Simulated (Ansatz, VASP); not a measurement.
Given: the input of a run of VASP 6.6.1 on Sc.

File INCAR:

```
SYSTEM = Sc
PREC     = Accurate       ! precision mode
ENCUT    = 520            ! plane-wave cutoff, eV
EDIFF    = 1E-6           ! SCF threshold, eV
ISMEAR   = 0              ! smearing method
SIGMA    = 0.02           ! smearing width, eV
LREAL    = .False.        ! projectors in reciprocal space
LASPH    = .True.         ! aspherical terms in the spheres
NELM     = 60             ! most SCF steps
ALGO     = Normal         ! electronic algorithm
ISIF     = 2              ! what is computed and relaxed
LWAVE    = .False.        ! write WAVECAR
LCHARG   = .False.        ! write CHGCAR
GGA      = PS             ! functional
NBANDS   = 18             ! bands
```

Contents of KPOINTS:

```
regular mesh
0
Gamma
  9 9 5
  0 0 0
```

File POSCAR:

```
Sc
1.0
    3.3090000000      0.0000000000      0.0000000000
   -1.6545000000      2.8656780611      0.0000000000
    0.0000000000      0.0000000000      5.2733000000
Sc
2
Direct
    0.6666666667      0.3333333333      0.7500000000
    0.3333333333      0.6666666667      0.2500000000
```

Potentials or basis: VASP PAW PBE potentials, release 64 (Sc_sv).

Launch:

```sh
$ cat potpaw_PBE.64/Sc_sv/POTCAR > POTCAR
$ mpirun -np 1 vasp_std > vasp.out
```

Q: Translate it to Ansatz 0.2.0. Potentials there: all-electron LAPW, scalar-relativistic.

A: As run (the cutoff follows the program's own potentials):

input.yaml

```yaml
crystal:
  lattice:
    - [3.309, 0.0, 0.0]
    - [-1.6545, 2.8656780611, 0.0]
    - [0.0, 0.0, 5.2733]
  atoms:
    - { symbol: Sc, position: [0.6666666667, 0.3333333333, 0.75] }
    - { symbol: Sc, position: [0.3333333333, 0.6666666667, 0.25] }
kpoints:
  mp_grid: { grid: [9, 9, 5] }
scf:
  occupations: { method: gaussian, width: 0.02 }
hamiltonian:
  xc: pbesol
  pseudopotentials: { kind: all_electron, lapw: { basis_error: 0.001 } }
output:
  forces: true
  stress: true
  eigenvalues: true
```

Potentials or basis: all-electron LAPW, scalar-relativistic.

Run with:

```sh
$ ansatz run input.yaml --threads 1 --pin off --max-ram 3072MiB --backend cpu --events-out ev --progress --plain --runs-dir out
```

Both were run:

|  | VASP | Ansatz | Ansatz less VASP |
| --- | --- | --- | --- |
| gap on the k mesh at the Fermi level (eV) | none | none | - |
| pressure (GPa) | -2.8 | -2.8 | +0.01 |
| traceless stress, the component that is largest in VASP (GPa) | -1.18 | -1.18 | -0.004 |

VASP's potentials were made for PBE, not for PBEsol. A gap of «none» marks a metal or a gap that the smearing closes. Ansatz ran all-electron here, and VASP with PAW potentials.
